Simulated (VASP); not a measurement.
Runs of VASP 6.6.1 on NaCl. The structure is that of space group F-43m (No. 216), or close to it. The cells are those of the table. 

| cell | gap on the mesh (eV) | pressure (GPa) |
| --- | --- | --- |
| a = 4.438 Å, angles 60.0°, 2 atoms | 4.82 | -0.2 |
| a = 4.292 Å, angles 60.0°, 2 atoms | 5.07 | 1.8 |
| a = 4.366 Å, angles 60.0°, 2 atoms | 4.94 | 0.7 |
| a = 4.215 Å, angles 60.0°, 2 atoms | (a) | (b) |
| a = 4.507 Å, angles 60.0°, 2 atoms | 4.72 | -0.9 |

Alike in all rows: task single point; level PBE; potentials or basis VASP PAW PBE potentials, release 64 (Na_pv, Cl); no spin polarisation; k mesh 4 × 4 × 4; cutoff (eV) 520; smearing gaussian 0.01 eV.

Task: Fill in the values left out.

Result: (a) 5.21; (b) 3.3.

Caveats: all runs use coarse meshes.

